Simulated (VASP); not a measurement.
# Hf in VASP: single point with PBEsol

Aim: the single point of Hf with PBEsol.

All numbers are computed with VASP 6.6.1; they aren't measurements. Logs are shortened: lines on timing, memory, paths and dates and some standing lists are left out, and cuts for length are marked.

**1. The cell of the first run**

The cell holds a slab with vacuum, 5 atoms: a = 3.158 Å, b = 3.158 Å, c = 26.009 Å, α = 90.00°, β = 90.00°, γ = 120.00°.

**2. Single point, PBEsol**

File POSCAR:

```
Hf
1.0
    3.1580102184      0.0000000000      0.0000000000
   -1.5790051092      2.7349170745      0.0000000000
    0.0000000000      0.0000000000     26.0090000000
Hf
5
Direct
    0.0000000000      0.0000000000      0.3075857772
    0.3333333340      0.6666666660      0.4037928888
    0.0000000000      0.0000000000      0.4999999997
    0.3333333340      0.6666666660      0.5962071112
    0.0000000000      0.0000000000      0.6924142228
```

File INCAR.step1:

```
PREC     = Accurate       # precision mode
ENCUT    = 520            # plane-wave cutoff, eV
EDIFF    = 1E-6           # SCF threshold, eV
ISMEAR   = -1             # smearing method
SIGMA    = 0.1            # smearing width, eV
LREAL    = False          # projectors in reciprocal space
LASPH    = True           # aspherical terms in the spheres
NELM     = 80             # most SCF steps
ALGO     = Normal         # electronic algorithm
ISIF     = 2              # what is computed and relaxed
LWAVE    = False          # write WAVECAR
LCHARG   = True           # write CHGCAR
LMAXMIX  = 4              # l up to which the mixer works
LDIPOL   = True         
IDIPOL   = 3            
DIPOL    = 0.5 0.5 0.500
GGA      = PS             # functional
NBANDS   = 33             # bands
```

File KPOINTS.step1:

```
Automatic mesh
0
Gamma
  13 13 1
```

File INCAR.step2:

```
PREC     = Accurate       # precision mode
ENCUT    = 520            # plane-wave cutoff, eV
EDIFF    = 1E-6           # SCF threshold, eV
ISMEAR   = -5             # smearing method
SIGMA    = 0.1            # smearing width, eV
LREAL    = False          # projectors in reciprocal space
LASPH    = True           # aspherical terms in the spheres
NELM     = 80             # most SCF steps
ALGO     = Normal         # electronic algorithm
ISIF     = 2              # what is computed and relaxed
LWAVE    = False          # write WAVECAR
LCHARG   = False          # write CHGCAR
LMAXMIX  = 4              # l up to which the mixer works
LDIPOL   = True         
IDIPOL   = 3            
DIPOL    = 0.5 0.5 0.500
GGA      = PS             # functional
LORBIT   = 10             # projections on sites
NBANDS   = 33             # bands
NEDOS    = 1001           # points of the DOS
ICHARG   = 11             # starting density
```

File KPOINTS.step2:

```
Automatic mesh
0
Gamma
  20 20 1
```

Potentials or basis: VASP PAW PBE potentials, release 64 (Hf_pv).

Command:

```bash
> cat potpaw_PBE.64/Hf_pv/POTCAR > POTCAR
> cp INCAR.step1 INCAR
> cp KPOINTS.step1 KPOINTS
> mpirun -np 1 vasp_std > vasp.out
> cp INCAR.step2 INCAR
> cp KPOINTS.step2 KPOINTS
> mpirun -np 1 vasp_std > vasp.out
```

OUTCAR:

```text
PREC = Accurate
   ENCUT = 520
   EDIFF = 1E-6
   ISMEAR = -5
   LREAL = False
   LASPH = True
   NELM = 80
   ISIF = 2
   GGA = PS
   LORBIT = 10
   ICHARG = 11

 ion  position               nearest neighbor table
   1  0.000  0.000  0.308-   2 3.10   2 3.10   2 3.10
   2  0.333  0.667  0.404-   3 3.10   3 3.10   3 3.10   1 3.10   1 3.10   1 3.10
   3  0.000  0.000  0.500-   2 3.10   2 3.10   2 3.10   4 3.10   4 3.10   4 3.10
   4  0.333  0.667  0.596-   3 3.10   3 3.10   5 3.10   5 3.10   3 3.10   5 3.10
   5  0.000  0.000  0.692-   4 3.10   4 3.10   4 3.10

  LATTYP: Found a hexagonal cell.
 ALAT       =     3.1580102184
 C/A-ratio  =     8.2358821540

  Lattice vectors:

 A1 = (   3.1580102184,   0.0000000000,   0.0000000000)
 A2 = (  -1.5790051092,   2.7349170745,   0.0000000000)
 A3 = (   0.0000000000,   0.0000000000,  26.0090000000)

Analysis of symmetry for initial positions (statically):
=====================================================================
 Subroutine PRICEL returns:
 Original cell was already a primitive cell.

 Routine SETGRP: Setting up the symmetry group for a
 hexagonal supercell.

 Subroutine GETGRP returns: Found 12 space group operations
 (whereof 12 operations were pure point group operations)
 out of a pool of 24 trial point group operations.

The static configuration has the point symmetry D_3h.

Analysis of symmetry for dynamics (positions and initial velocities):
=====================================================================
 Subroutine PRICEL returns:
 Original cell was already a primitive cell.

 Routine SETGRP: Setting up the symmetry group for a
 hexagonal supercell.

 Subroutine GETGRP returns: Found 12 space group operations
 (whereof 12 operations were pure point group operations)
 out of a pool of 24 trial point group operations.

The dynamic configuration has the point symmetry D_3h.

 Subroutine INISYM returns: Found 12 space group operations
 (whereof 12 operations are pure point group operations),
 and found     1 'primitive' translations

----------------------------------------------------------------------------------------

                                     Primitive cell

  volume of cell :     224.6370

  direct lattice vectors                    reciprocal lattice vectors
     3.158010218  0.000000000  0.000000000     0.316655087  0.182820900  0.000000000
    -1.579005109  2.734917075  0.000000000     0.000000000  0.365641799  0.000000000
     0.000000000  0.000000000 26.009000000     0.000000000  0.000000000  0.038448229

  length of vectors
     3.158010218  3.158010218 26.009000000     0.365641799  0.365641799  0.038448229

  position of ions in fractional coordinates (direct lattice)
     0.000000000  0.000000000  0.307585777
     0.333333334  0.666666666  0.403792889
     0.000000000  0.000000000  0.500000000
     0.333333334  0.666666666  0.596207111
     0.000000000  0.000000000  0.692414223

  ion indices of the primitive-cell ions
   primitive index   ion index
                 1           1
                 2           2
                 3           3
                 4           4
                 5           5

----------------------------------------------------------------------------------------

 KPOINTS: Automatic mesh

Automatic generation of k-mesh.
 Grid dimensions read from file:
 generate k-points for:   20   20    1

 Generating k-lattice:

  Cartesian coordinates                     Fractional coordinates (reciprocal lattice)
     0.015832754  0.009141045  0.000000000     0.050000000  0.000000000  0.000000000
     0.000000000  0.018282090  0.000000000     0.000000000  0.050000000  0.000000000
     0.000000000  0.000000000  0.038448229     0.000000000  0.000000000  1.000000000

  Length of vectors
     0.018282090  0.018282090  0.038448229

  Shift w.r.t. Gamma in fractional coordinates (k-lattice)
     0.000000000  0.000000000  0.000000000

 TETIRR: Found    210 inequivalent tetrahedra from     2400

 Subroutine IBZKPT returns following result:
 ===========================================

 Found     44 irreducible k-points:

 Following reciprocal coordinates:
            Coordinates               Weight
  0.000000  0.000000  0.000000      1.000000
  0.050000 -0.000000  0.000000      6.000000
  0.100000  0.000000  0.000000      6.000000
  0.150000  0.000000  0.000000      6.000000
  0.200000  0.000000  0.000000      6.000000
  0.250000  0.000000  0.000000      6.000000
[... 16 lines left out ...]
  0.200000  0.100000  0.000000     12.000000
  0.250000  0.100000  0.000000     12.000000
 [... further k-points ...]
   k-points           NKPTS =     44   k-points in BZ     NKDIM =     44   number of bands    NBANDS=     33
   number of dos      NEDOS =   1001   number of ions     NIONS =      5
   total plane-waves  NPLWV = 112896
   dimension x,y,z NGX =    24 NGY =   24 NGZ =  196
   dimension x,y,z NGXF=    48 NGYF=   48 NGZF=  392
   ions per type =               5
   NGX,Y,Z   is equivalent  to a cutoff of  12.63, 12.63, 12.53 a.u.
   NGXF,Y,Z  is equivalent  to a cutoff of  25.27, 25.27, 25.06 a.u.
 SYSTEM =  unknown system
   PREC   = accura    normal or accurate (medium, high low for compatibility)
   ISTART =      0    job   : 0-new  1-cont  2-samecut
   ICHARG =     11    charge: 1-file 2-atom 10-const
   ISPIN  =      1    spin polarized calculation?
   LNONCOLLINEAR =      F non collinear calculations
   LSORBIT =      F    spin-orbit coupling
   LASPH  =      T    aspherical Exc in radial PAW
   ENCUT  =  520.0 eV  38.22 Ry    6.18 a.u.   5.87  5.87 48.36*2*pi/ulx,y,z
   NELM   =     80;   NELMIN=  2; NELMDL=  0     # of ELM steps
   EDIFF  = 0.1E-05   stopping-criterion for ELM
   LREAL  =      F    real-space projection
[... 7 lines left out ...]
   TEBEG  =    0.0;   TEEND  =   0.0 temperature during run
   PSTRESS=    0.0 pullay stress
   NELECT =      50.0000    total number of electrons
   NUPDOWN=      -1.0000    fix difference up-down
   EMIN   =  10.00;   EMAX   =-10.00  energy-range for DOS
   EFERMI =   0.00;   METHOD = LEGACY
   ISMEAR =    -5;   SIGMA  =   0.10  broadening in eV -4-tet -1-fermi 0-gaus
   EFERMI_NEDOS =   21; number of points for ismear=-14 and -15
   IALGO  =     38    algorithm
   IMIX   =      4    mixing-type and parameters
     AMIX     =   0.40;   BMIX     =  1.00
     AMIX_MAG =   1.60;   BMIX_MAG =  1.00
  volume/ion in A,a.u.               =      44.93       303.19
  Fermi-wavevector in a.u.,A,eV,Ry     =   0.992136  1.874864 13.392665  0.984333
  Thomas-Fermi vector in A             =   2.123926
   LORBIT       =     10    0 simple, 1 ext, 2 COOP (PROOUT), +10 PAW based schemes
   GGA     = PS    functional components
   LHFCALC =     F    Hartree Fock is set to
   AEXX    =    0.0000 exact exchange contribution
   IVDW    =     0    specifies the selected vdW correction
   LEPSILON=     F    determine dielectric tensor
   LRPA    =     F    only Hartree local field effects (RPA)
 non-spin polarized calculation
 Fermi weights with tetrahedron method with Bloechl corrections
  energy-cutoff  :      520.00
  volume of cell :      224.64
 maximum number of plane-waves:      6080
 NGX is ok and might be reduce to    24

 number of electron      49.9999999 magnetization

 dipolmoment           0.000000      0.000000     -0.000000 electrons x Angstroem

 Free energy of the ion-electron system (eV)
  ---------------------------------------------------
  ext. energy  EPLUGINS =         0.00000000
  ---------------------------------------------------
  free energy    TOTEN  =       -50.32977527 eV

  energy without entropy =      -50.32977527  energy(sigma->0) =      -50.32977527

 E-fermi :   0.1870     XC(G=0):  -6.3669

 val. band max:        0.1801728322   @ k =   0.0500   0.0500   0.0000
 cond. band min:       0.1988780419   @ k =   0.1500   0.0000   0.0000
 fundamental gap:      0.0187052097
 Fermi energy:         0.1870494726

 k-point     1 :       0.0000    0.0000    0.0000
  band No.  band energies     occupation
      1     -30.8141      2.00000
      2     -30.7755      2.00000
      3     -30.4727      2.00000
      4     -30.2057      2.00000
      5     -30.2056      2.00000
      6     -30.2056      2.00000
[... 25 lines left out ...]
     32       1.4928      0.00000
     33       1.7070      0.00000

 k-point     2 :       0.0500   -0.0000    0.0000
  band No.  band energies     occupation
      1     -30.8091      2.00000
      2     -30.7722      2.00000
      3     -30.4717      2.00000
      4     -30.2259      2.00000
      5     -30.2213      2.00000
      6     -30.2095      2.00000
[... 25 lines left out ...]
     32       1.6518      0.00000
     33       1.7113      0.00000

 k-point     3 :       0.1000    0.0000    0.0000
  band No.  band energies     occupation
      1     -30.7947      2.00000
      2     -30.7626      2.00000
      3     -30.4696      2.00000
      4     -30.2789      2.00000
      5     -30.2658      2.00000
      6     -30.2205      2.00000
[... 25 lines left out ...]
     32       1.7626      0.00000
     33       1.9058      0.00000

 k-point     4 :       0.1500    0.0000    0.0000
  band No.  band energies     occupation
      1     -30.7726      2.00000
      2     -30.7481      2.00000
      3     -30.4709      2.00000
      4     -30.3547      2.00000
      5     -30.3304      2.00000
      6     -30.2377      2.00000
[... 25 lines left out ...]
     32       1.8496      0.00000
     33       2.0831      0.00000

 k-point     5 :       0.2000    0.0000    0.0000
  band No.  band energies     occupation
      1     -30.7458      2.00000
      2     -30.7309      2.00000
      3     -30.4920      2.00000
      4     -30.4454      2.00000
      5     -30.3931      2.00000
      6     -30.2592      2.00000
[... 604 lines left out ...]
 k-point    22 :       0.1500    0.1000    0.0000
  band No.  band energies     occupation
      1     -30.7355      2.00000
      2     -30.7240      2.00000
      3     -30.5030      2.00000
      4     -30.4702      2.00000
      5     -30.4069      2.00000
      6     -30.2822      2.00000
[... 25 lines left out ...]
     32       2.0920      0.00000
     33       2.3159      0.00000

 k-point    23 :       0.2000    0.1000    0.0000
  band No.  band energies     occupation
      1     -30.7112      2.00000
      2     -30.7087      2.00000
      3     -30.5670      2.00000
      4     -30.5551      2.00000
      5     -30.4294      2.00000
      6     -30.3152      2.00000
[... 25 lines left out ...]
     32       2.1871      0.00000
     33       2.4609      0.00000

 k-point    24 :       0.2500    0.1000    0.0000
  band No.  band energies     occupation
      1     -30.7017      2.00000
      2     -30.6980      2.00000
      3     -30.6381      2.00000
      4     -30.6327      2.00000
      5     -30.4432      2.00000
      6     -30.3550      2.00000
[... 25 lines left out ...]
     32       2.0794      0.00000
     33       2.7539      0.00000

 [... further k-points ...]

------------------------ aborting loop because EDIFF is reached ----------------------------------------

 vacuum level on the upper side and lower side of the slab       (xc-potential included)        -0.150        -0.150

  FORCE on cell =-STRESS in cart. coord.  units (eV):
  Direction    XX          YY          ZZ          XY          YZ          ZX
  --------------------------------------------------------------------------------------
  -------------------------------------------------------------------------------------
  Total       -2.8320452     -2.8320452     -4.0597909      0.0000000      0.0000000     -0.0000000
  in kB      -20.1989787    -20.1989787    -28.9556223      0.0000000      0.0000000     -0.0000000
  external PRESSURE =     -23.1178599 kB  Pullay stress =       0.0000000 kB

 VOLUME and BASIS-vectors are now :
 -----------------------------------------------------------------------------
  energy-cutoff  :      520.00
  volume of cell :      224.64
      direct lattice vectors                 reciprocal lattice vectors
     3.158010218  0.000000000  0.000000000     0.316655087  0.182820900  0.000000000
    -1.579005109  2.734917075  0.000000000     0.000000000  0.365641799  0.000000000
     0.000000000  0.000000000 26.009000000     0.000000000  0.000000000  0.038448229

 POSITION                                       TOTAL-FORCE (eV/Angst)
 -----------------------------------------------------------------------------------
      0.00000      0.00000      8.00000         0.000000     -0.000000      0.755052
      0.00000      1.82328     10.50225        -0.000000      0.000000     -0.892245
      0.00000      0.00000     13.00450         0.000000     -0.000000      0.000000
      0.00000      1.82328     15.50675        -0.000000     -0.000000      0.892245
      0.00000      0.00000     18.00900         0.000000     -0.000000     -0.755052
 -----------------------------------------------------------------------------------
    total drift:                                0.001423     -0.000822     -0.000003

  FREE ENERGIE OF THE ION-ELECTRON SYSTEM (eV)
  ---------------------------------------------------
  free  energy   TOTEN  =       -50.3297752686 eV

  energy  without entropy=      -50.3297752686  energy(sigma->0) =      -50.32977527

 vacuum level on the upper side and lower side of the slab         4.523         4.523

 total charge

# of ion       s       p       d       tot
------------------------------------------
    1        0.415   6.270   1.537   8.222
    2        0.400   6.399   1.586   8.385
    3        0.404   6.396   1.594   8.395
    4        0.400   6.399   1.586   8.385
    5        0.415   6.270   1.537   8.222
--------------------------------------------------
tot          2.034  31.734   7.840  41.608
```

Wall time 7.5 min (1 thread of Intel Xeon Platinum 8488C (Sapphire Rapids), shared host); peak memory 0.44 GiB.

What came out:

* Valence electrons inside the program's atomic spheres: Hf 8.22, 8.38, 8.39 (each value once)

Levels at points of the mesh, in eV from the Fermi level:
| k point | band 21 | band 22 | band 23 | band 24 | band 25 | band 26 | band 27 | band 28 | band 29 | band 30 |
| --- | --- | --- | --- | --- | --- | --- | --- | --- | --- | --- |
| (0.00, 0.00, 0.00) | -0.13 | -0.01 | 0.32 | 0.61 | 0.78 | 1.11 | 1.11 | 1.15 | 1.15 | 1.28 |
| (0.50, 0.00, 0.00) | -1.85 | -1.32 | -1.14 | -1.02 | 0.22 | 0.46 | 1.10 | 1.21 | 1.48 | 1.59 |

Caveat: the PAW data sets were made with another functional, which shifts forces and pressure a little; spin-orbit coupling is left out, which moves the levels of the heavy elements; tetrahedron occupations give inexact forces and stress in metals.
